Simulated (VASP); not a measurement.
# MgB2 in VASP: notebook

MgB2 is run at these levels: PBE, PBE-based global hybrid with 50 % exact exchange; tasks: single point.

Program: VASP 6.6.1. These are calculated values, not measurements. Logs are shortened: lines on timing, memory, paths and dates and some standing lists are left out, and cuts for length are marked.

**1. The cell of the first run**

The typed cell holds 3 atoms: a = 3.085 Å, b = 3.085 Å, c = 3.523 Å, α = 90.00°, β = 90.00°, γ = 120.00°.

**2. Single point, PBE (atoms moved at random)**

The input, INCAR:

```
SYSTEM = MgB2
ALGO     = Normal         ! electronic algorithm
EDIFF    = 1E-7           ! SCF threshold, eV
ENCUT    = 520            ! plane-wave cutoff, eV
ISIF     = 2              ! what is computed and relaxed
ISMEAR   = 0              ! smearing method
LASPH    = .TRUE.         ! aspherical terms in the spheres
LCHARG   = .FALSE.        ! write CHGCAR
LREAL    = .FALSE.        ! projectors in reciprocal space
LWAVE    = .FALSE.        ! write WAVECAR
NELM     = 100            ! most SCF steps
PREC     = Accurate       ! precision mode
SIGMA    = 0.02           ! smearing width, eV
```

The input, KPOINTS:

```
k-points
0
Gamma
  8 8 6
```

The input, POSCAR:

```
MgB2
1.0
    3.0850000000      0.0000000000      0.0000000000
   -1.5425000000      2.6716883707      0.0000000000
    0.0000000000      0.0000000000      3.5230000000
Mg B
1 2
Direct
   -0.0049350000     -0.0070940000     -0.0007250000
    0.6687680000      0.3335750000      0.4990740000
    0.3278470000      0.6613100000      0.5028510000
```

Potentials or basis: VASP PAW PBE potentials, release 64 (Mg, B).

Run with:

```console
cat potpaw_PBE.64/Mg/POTCAR potpaw_PBE.64/B/POTCAR > POTCAR
mpirun -np 1 vasp_std > vasp.out
```

OUTCAR:

```text
SYSTEM = MgB2
   EDIFF = 1E-7
   ENCUT = 520
   ISIF = 2
   ISMEAR = 0
   LASPH = .TRUE.
   LREAL = .FALSE.
   NELM = 100
   PREC = Accurate

 Found    196 irreducible k-points:

 Following reciprocal coordinates:
            Coordinates               Weight
  0.000000  0.000000  0.000000      1.000000
  0.125000  0.000000  0.000000      2.000000
  0.000000  0.125000  0.000000      2.000000
 -0.125000  0.125000  0.000000      2.000000
  0.250000  0.000000  0.000000      2.000000
  0.000000  0.250000  0.000000      2.000000
   k-points           NKPTS =    196   k-points in BZ     NKDIM =    196   number of bands    NBANDS=      8
   number of dos      NEDOS =    301   number of ions     NIONS =      3
   total plane-waves  NPLWV =  16128
   dimension x,y,z NGX =    24 NGY =   24 NGZ =   28
   dimension x,y,z NGXF=    48 NGYF=   48 NGZF=   56
   ions per type =               1   2
   NGX,Y,Z   is equivalent  to a cutoff of  12.93, 12.93, 13.21 a.u.
   NGXF,Y,Z  is equivalent  to a cutoff of  25.87, 25.87, 26.43 a.u.
 SYSTEM =  MgB2
   PREC   = accura    normal or accurate (medium, high low for compatibility)
   ISTART =      0    job   : 0-new  1-cont  2-samecut
   ICHARG =      2    charge: 1-file 2-atom 10-const
   ISPIN  =      1    spin polarized calculation?
   LNONCOLLINEAR =      F non collinear calculations
   LSORBIT =      F    spin-orbit coupling
   LASPH  =      T    aspherical Exc in radial PAW
   ENCUT  =  520.0 eV  38.22 Ry    6.18 a.u.   5.74  5.74  6.55*2*pi/ulx,y,z
   NELM   =    100;   NELMIN=  2; NELMDL= -5     # of ELM steps
   EDIFF  = 0.1E-06   stopping-criterion for ELM
   LREAL  =      F    real-space projection
   EDIFFG = 0.1E-05   stopping-criterion for IOM
   NSW    =      0    number of steps for IOM
   IBRION =     -1    ionic relax: 0-MD 1-quasi-New 2-CG
   NFREE  =      0    steps in history (QN), initial steepest desc. (CG)
   ISIF   =      2    stress and relaxation
   ISYM   =      2    0-nonsym 1-usesym 2-fastsym
   POTIM  = 0.5000    time-step for ionic-motion
   TEBEG  =    0.0;   TEEND  =   0.0 temperature during run

   SCALEE = 1.0000    scale energy and forces
   PSTRESS=    0.0 pullay stress
   NELECT =       8.0000    total number of electrons
   NUPDOWN=      -1.0000    fix difference up-down
   EMIN   =  10.00;   EMAX   =-10.00  energy-range for DOS
   EFERMI =   0.00;   METHOD = LEGACY
   ISMEAR =     0;   SIGMA  =   0.02  broadening in eV -4-tet -1-fermi 0-gaus
   EFERMI_NEDOS =   21; number of points for ismear=-14 and -15
   IALGO  =     38    algorithm
   IMIX   =      4    mixing-type and parameters
     AMIX     =   0.40;   BMIX     =  1.00
     AMIX_MAG =   1.60;   BMIX_MAG =  1.00
  volume/ion in A,a.u.               =       9.68        65.32
  Fermi-wavevector in a.u.,A,eV,Ry     =   1.065255  2.013040 15.439462  1.134768
  Thomas-Fermi vector in A             =   2.200801
   LORBIT       =      0    0 simple, 1 ext, 2 COOP (PROOUT), +10 PAW based schemes
   GGA     = PE    functional components
   LHFCALC =     F    Hartree Fock is set to
   AEXX    =    0.0000 exact exchange contribution
   IVDW    =     0    specifies the selected vdW correction
   LEPSILON=     F    determine dielectric tensor
   LRPA    =     F    only Hartree local field effects (RPA)

   CSHIFT  =0.1000    complex shift for real part using Kramers Kronig

   OMEGAMAX=  -1.0    maximum frequency
 non-spin polarized calculation
 Gauss-broadening in eV      SIGMA  =   0.02
  energy-cutoff  :      520.00
  volume of cell :       29.04
 maximum number of plane-waves:       806
   NGX = 11   NGY = 11   NGZ = 13

 number of electron       8.0000000 magnetization

 Free energy of the ion-electron system (eV)
  ---------------------------------------------------
  ext. energy  EPLUGINS =         0.00000000
  ---------------------------------------------------
  free energy    TOTEN  =       -15.30905928 eV

  energy without entropy =      -15.30883575  energy(sigma->0) =      -15.30894752

 E-fermi :   5.2708     XC(G=0): -10.9118

 val. band max:        5.2575249472   @ k =  -0.3750  -0.1250   0.3333
 cond. band min:       5.2727769941   @ k =  -0.2500   0.5000   0.0000
 fundamental gap:      0.0152520469
 Fermi energy:         5.2708416325

 k-point     1 :       0.0000    0.0000    0.0000
  band No.  band energies     occupation
      1      -7.1530      2.00000
      2       2.3274      2.00000
      3       5.4951      0.00000
      4       5.7483      0.00000
      5       6.9153      0.00000
      6      11.4023      0.00000
      7      11.7149      0.00000
      8      13.3344      0.00000

 k-point     2 :       0.1250    0.0000    0.0000
  band No.  band energies     occupation
      1      -6.8825      2.00000
      2       2.5931      2.00000
      3       4.2700      2.00000
      4       5.1384      2.00000
      5       7.1657      0.00000
      6      11.3784      0.00000
      7      12.5622      0.00000
      8      13.9334      0.00000

 k-point     3 :       0.0000    0.1250    0.0000
  band No.  band energies     occupation
      1      -6.8820      2.00000
      2       2.5902      2.00000
      3       4.4065      2.00000
      4       4.9863      2.00000
      5       7.1586      0.00000
      6      11.2393      0.00000
      7      12.7807      0.00000
      8      13.9220      0.00000

 k-point     4 :      -0.1250    0.1250    0.0000
  band No.  band energies     occupation
      1      -6.8822      2.00000
      2       2.5910      2.00000
      3       4.3637      2.00000
      4       5.0342      2.00000
      5       7.1603      0.00000
      6      11.2648      0.00000
      7      12.7329      0.00000
      8      13.9260      0.00000

 k-point     5 :       0.2500    0.0000    0.0000
  band No.  band energies     occupation
      1      -6.0780      2.00000
      2       1.8304      2.00000
      3       3.3759      2.00000
      4       4.1218      2.00000
      5       7.8892      0.00000
      6      10.6185      0.00000
      7      12.0347      0.00000
      8      14.4829      0.00000

 k-point     6 :       0.0000    0.2500    0.0000
  band No.  band energies     occupation
      1      -6.0764      2.00000
      2       1.9077      2.00000
      3       3.3618      2.00000
      4       4.0153      2.00000
      5       7.8789      0.00000
      6      10.5605      0.00000
      7      12.1155      0.00000
      8      14.5436      0.00000

 [... further k-points ...]

------------------------ aborting loop because EDIFF is reached ----------------------------------------

  FORCE on cell =-STRESS in cart. coord.  units (eV):
  Direction    XX          YY          ZZ          XY          YZ          ZX
  --------------------------------------------------------------------------------------
  -------------------------------------------------------------------------------------
  Total        0.0164629     -0.2255185     -0.3943812      0.0910529      0.0018664      0.0032739
  in kB        0.9083705    -12.4434008    -21.7607172      5.0240143      0.1029842      0.1806442
  external PRESSURE =     -11.0985825 kB  Pullay stress =       0.0000000 kB

 VOLUME and BASIS-vectors are now :
 -----------------------------------------------------------------------------
  energy-cutoff  :      520.00
  volume of cell :       29.04
      direct lattice vectors                 reciprocal lattice vectors
     3.085000000  0.000000000  0.000000000     0.324149109  0.187147575  0.000000000
    -1.542500000  2.671688371  0.000000000     0.000000000  0.374295150  0.000000000
     0.000000000  0.000000000  3.523000000     0.000000000  0.000000000  0.283848992

 POSITION                                       TOTAL-FORCE (eV/Angst)
 -----------------------------------------------------------------------------------
      1.53822      2.65274      3.52045         0.012578      0.056411      0.038492
      1.54861      0.89121      1.75824        -0.096722     -0.042651      0.105164
     -0.00866      1.76681      1.77154         0.084144     -0.013760     -0.143655
 -----------------------------------------------------------------------------------
    total drift:                               -0.000002     -0.000009      0.000002

  FREE ENERGIE OF THE ION-ELECTRON SYSTEM (eV)
  ---------------------------------------------------
  free  energy   TOTEN  =       -15.3090592798 eV

  energy  without entropy=      -15.3088357523  energy(sigma->0) =      -15.30894752
```

It took 30 s on 1 thread of Intel Xeon Platinum 8375C at 2.90GHz (Ice Lake), shared host; peak memory 0.18 GiB.

What came out:

* Free energy: -15.3091 eV
* Pressure: -1.1 GPa
* Largest force: 0.167 eV/Å
* Band gap on the k mesh: zero (bands 4 and 5 overlap by 2.67 eV)

Forces on the atoms (eV/Å):
```
Mg   0.013  0.056  0.038
B   -0.097 -0.043  0.105
B    0.084 -0.014 -0.144
```

Caveat: the cell differs from its parent crystal (atoms moved at random).

**3. Single point, PBE-based global hybrid with 50 % exact exchange**

The input, POSCAR:

```
MgB2
1.0
    3.0850000000      0.0000000000      0.0000000000
   -1.5425000000      2.6716883707      0.0000000000
    0.0000000000      0.0000000000      3.5230000000
Mg B
1 2
Direct
    0.0000000000      0.0000000000      0.0000000000
    0.6666666667      0.3333333333      0.5000000000
    0.3333333333      0.6666666667      0.5000000000
```

The input, INCAR.step1:

```
  PREC = Accurate
  ENCUT = 520
  EDIFF = 1E-5
  ISMEAR = -1
  SIGMA = 0.05
  LREAL = F
  LASPH = T
  NELM = 300
  ALGO = All
  ISIF = 2
  LWAVE = T
  NBANDS = 11
  GGA = PE
  GGA_COMPAT = F
  ISEARCH = 1
  KPAR = 4
```

The input, INCAR.step2:

```
  PREC = Accurate
  ENCUT = 520
  EDIFF = 1E-6
  ISMEAR = -1
  SIGMA = 0.05
  LREAL = F
  LASPH = T
  NELM = 300
  ALGO = All
  ISIF = 2
  LWAVE = F
  LCHARG = T
  GGA = PE
  LHFCALC = T
  AEXX = 0.5
  PRECFOCK = Normal
  LVHAR = T
  NBANDS = 11
  ISTART = 1
  GGA_COMPAT = F
  ISEARCH = 1
  KPAR = 4
```

The input, KPOINTS:

```
regular mesh
0
Gamma
  6 6 4
```

Potentials or basis: VASP PAW PBE potentials, release 64 (Mg, B).

Run with:

```console
cat potpaw_PBE.64/Mg/POTCAR potpaw_PBE.64/B/POTCAR > POTCAR
cp INCAR.step1 INCAR
mpirun -np 4 vasp_std > vasp.out
cp INCAR.step2 INCAR
mpirun -np 4 vasp_std > vasp.out
```

OUTCAR:

```text
PREC = Accurate
   ENCUT = 520
   EDIFF = 1E-6
   ISMEAR = -1
   LREAL = F
   LASPH = T
   NELM = 300
   ISIF = 2
   GGA = PE
   LHFCALC = T
   AEXX = 0.5
   PRECFOCK = Normal
   ISTART = 1

 ion  position               nearest neighbor table
   1  0.000  0.000  0.000-   2 2.51   3 2.51   2 2.51   3 2.51   2 2.51   2 2.51   3 2.51   3 2.51
                             2 2.51   2 2.51   3 2.51   3 2.51
   2  0.667  0.333  0.500-   3 1.78   3 1.78   3 1.78   1 2.51   1 2.51   1 2.51   1 2.51   1 2.51
                             1 2.51
[... 498 lines left out ...]
  Direction    XX          YY          ZZ          XY          YZ          ZX
  --------------------------------------------------------------------------------------
  -------------------------------------------------------------------------------------
  Total       -0.3490587     -0.3490587     -1.7901905     -0.0000000     -0.0000000      0.0000000
  in kB      -19.2599653    -19.2599653    -98.7770872     -0.0000000     -0.0000000      0.0000000
  external PRESSURE =     -45.7656726 kB  Pullay stress =       0.0000000 kB

 VOLUME and BASIS-vectors are now :
 -----------------------------------------------------------------------------
  energy-cutoff  :      520.00
  volume of cell :       29.04
      direct lattice vectors                 reciprocal lattice vectors
     3.085000000  0.000000000  0.000000000     0.324149109  0.187147575  0.000000000
    -1.542500000  2.671688371  0.000000000     0.000000000  0.374295150  0.000000000
     0.000000000  0.000000000  3.523000000     0.000000000  0.000000000  0.283848992

 POSITION                                       TOTAL-FORCE (eV/Angst)
 -----------------------------------------------------------------------------------
      0.00000      0.00000      0.00000         0.000000      0.000000      0.000000
      1.54250      0.89056      1.76150         0.000000     -0.000000      0.000000
     -0.00000      1.78113      1.76150        -0.000000      0.000000      0.000000
 -----------------------------------------------------------------------------------
    total drift:                               -0.000002     -0.000005      0.000001

  FREE ENERGIE OF THE ION-ELECTRON SYSTEM (eV)
  ---------------------------------------------------
  free  energy   TOTEN  =       -19.6297785461 eV

  energy  without entropy=      -19.6297783688  energy(sigma->0) =      -19.62977846
```

OUTCAR.step1:

```text
PREC = Accurate
   ENCUT = 520
   EDIFF = 1E-5
   ISMEAR = -1
   LREAL = F
   LASPH = T
[... 516 lines left out ...]
      0.00000      0.00000      0.00000         0.000000      0.000000      0.000000
      1.54250      0.89056      1.76150         0.000000      0.000000      0.000000
     -0.00000      1.78113      1.76150        -0.000000     -0.000000     -0.000000
 -----------------------------------------------------------------------------------
    total drift:                                0.000000     -0.000000      0.000000

  FREE ENERGIE OF THE ION-ELECTRON SYSTEM (eV)
  ---------------------------------------------------
  free  energy   TOTEN  =       -15.3202148507 eV

  energy  without entropy=      -15.3143078352  energy(sigma->0) =      -15.31726134
```

It took 15 min on 4 MPI ranks of Intel Xeon Platinum 8375C at 2.90GHz (Ice Lake), shared host; peak memory 0.15 GiB.

What came out:

* Free energy: -19.6298 eV
* Pressure: -4.6 GPa
* Band gap on the k mesh: zero (bands 4 and 5 overlap by 6.69 eV)

Caveat: the k points lie up to 0.45 Å⁻¹ apart, too coarse for converged energies and pressures of a metal; the PAW data sets were made with another functional, which shifts forces and pressure a little.

The gap in the log of VASP goes by the Fermi energy; the results here count the filled bands.